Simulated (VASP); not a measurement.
Pb:

```xyz
1
Lattice="0.0000 2.4914 2.4914 2.4914 0.0000 2.4914 2.4914 2.4914 0.0000" Properties=species:S:1:pos:R:3 pbc="T T T"
Pb    0.0000    0.0000    0.0000
```

Base run:

- Program: VASP 6.6.1
- Functional: r2SCAN
- Dispersion: D3(BJ)
- Potentials or basis: VASP PAW PBE potentials, release 64 (Pb_d)
- Cutoff: 520 eV
- k mesh: 9 × 9 × 9
- Occupations: fermi-dirac, width 0.05 eV
- Spin: no spin polarisation

Its results: band gap on the k mesh zero (band 7 reaches 14.57 eV, above the bottom of band 8 at 5.40 eV); pressure -0.9 GPa.

Task: The run is repeated on the same cell with these changes: functional from r2SCAN to PBEsol. What comes out?

Result: Band gap on the k mesh zero (band 7 reaches 14.14 eV, above the bottom of band 8 at 5.37 eV); pressure -3.9 GPa.

Caveats: the PAW data sets were made with another functional, which shifts forces and pressure a little; spin-orbit coupling is left out, which moves the levels of the heavy elements; pairwise dispersion overbinds metals, which lowers pressure and volume.
